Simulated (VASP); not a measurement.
Runs of VASP 6.6.1 on BaTiO3. The structure is that of space group Pm-3m (No. 221), or close to it. The cells are those of the table. 

```csv
task,cell,gap on the mesh (eV),pressure (GPa)
single point,"a = 4.052, b = 4.052, c = 4.071 Å, 5 atoms",1.68,-8.8
electric field gradients,"a = 4.000, b = 4.000, c = 4.018 Å, angles 88.8°, 5 atoms",(b),-2.7
electric field gradients,"a = 4.000, b = 4.000, c = 3.978 Å, 5 atoms",(a),-1.1
single point,"a = 3.918, b = 3.918, c = 3.936 Å, 5 atoms",1.87,9.1
single point,"a = 3.920, b = 3.920, c = 4.018 Å, 5 atoms",(c),4.7
electric field gradients,"a = 4.052, b = 4.052, c = 4.071 Å, 5 atoms",1.67,-8.7
single point,"a = 4.040, b = 4.040, c = 4.018 Å, 5 atoms",1.71,-5.9
single point,"a = 4.000, b = 4.000, c = 4.098 Å, 5 atoms",1.70,-5.8
```

Alike in all rows: level PBEsol; potentials or basis VASP PAW PBE potentials, release 64 (Ba_sv, Ti_sv, O); no spin polarisation; k mesh 7 × 7 × 7; cutoff (eV) 520; smearing fermi-dirac 0.03 eV.

Fill in the values left out.

(a) 1.77; (b) 1.69; (c) 1.81.

Caveats: the PAW data sets were made with another functional, which shifts forces and pressure a little; spin-orbit coupling is left out, which moves the levels of the heavy elements.

A k mesh can miss the band edges, and the runs leave out spin-orbit coupling on Ba.
